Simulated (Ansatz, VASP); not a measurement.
# NbAs: VASP beside Ansatz

INCAR

```
SYSTEM = NbAs
PREC = Accurate
ENCUT = 520
EDIFF = 1E-6
ISMEAR = 0
SIGMA = 0.1
LREAL = .False.
LASPH = .True.
NELM = 150
ALGO = Normal
ISIF = 2
LWAVE = .False.
LCHARG = .True.
ISPIN = 2
MAGMOM = 1 1 0 0
LORBIT = 11
LMAXMIX = 4
GGA = PE
LELF = .True.
LVHAR = .True.
NBANDS = 30
```

KPOINTS

```
regular mesh
0
Gamma
  6 6 4
  0 0 0
```

The input POSCAR:

```
NbAs
1.0
    3.6555970081      0.0000000000      0.0000000000
   -1.8277985041      3.1658398750      0.0000000000
    0.0000000000      0.0000000000      7.0626857712
Nb As
2 2
Direct
    0.6666666667      0.3333333333      0.2122270904
    0.0000000000      0.0000000000      0.6104243854
    0.0000000000      0.0000000000      0.9791401110
    0.3333333333      0.6666666667      0.4253844931
```

Input for Ansatz:

```yaml
crystal:
  lattice:
    - [3.6555970081, 0.0, 0.0]
    - [-1.8277985041, 3.165839875, 0.0]
    - [0.0, 0.0, 7.0626857712]
  atoms:
    - { symbol: Nb, position: [0.6666666667, 0.3333333333, 0.2122270904], spin: 1.0 }
    - { symbol: Nb, position: [0.0, 0.0, 0.6104243854], spin: 1.0 }
    - { symbol: As, position: [0.0, 0.0, 0.979140111] }
    - { symbol: As, position: [0.3333333333, 0.6666666667, 0.4253844931] }
basis:
  ecutwfc: 420
kpoints:
  mp_grid: { grid: [6, 6, 4] }
hamiltonian:
  xc: pbe
scf:
  occupations: { method: gaussian, width: 0.1 }
  lower_state_search: "off"
output:
  forces: true
  stress: true
  eigenvalues: true
  populations: true
magnetization:
  spin_polarized: true
```

Alike in both runs: task single point; functional PBE; k mesh 6 × 6 × 4; occupations gaussian, width 0.1 eV; collinear spin.

```csv
,VASP,Ansatz
version,VASP 6.6.1,Ansatz 0.2.0
potentials or method,"VASP PAW PBE potentials, release 64 (Nb_sv, As), cutoff 520 eV","scalar-relativistic, plane waves, PAW"
valence electrons in the cell,36,56
```

Ansatz gave:

| Quantity | Value |
| --- | --- |
| gap on the k mesh at the Fermi level (eV) | none |
| pressure (GPa) | 0.0 |
| traceless stress, the component that is largest in VASP (GPa) | 0.04 |
| rms of the force components (eV/Å) | 0.008 |
| net moment per atom (μB) | 0.00 |

Which values does VASP return?

gap on the k mesh at the Fermi level (eV): none; pressure (GPa): 0.1; traceless stress, the component that is largest in VASP (GPa): 0.06; rms of the force components (eV/Å): 0.012; net moment per atom (μB): 0.00.

Atom by atom the forces differ by 0.006 eV/Å (rms over components). A gap of «none» marks a metal or a gap that the smearing closes. With one functional, cell and mesh, what is left measures potentials, basis and numerics. VASP's potentials hold 36 valence electrons a cell and Ansatz's 56, so a difference there can come from the potentials and not from the codes. Ansatz's warnings: seeded moment not kept.
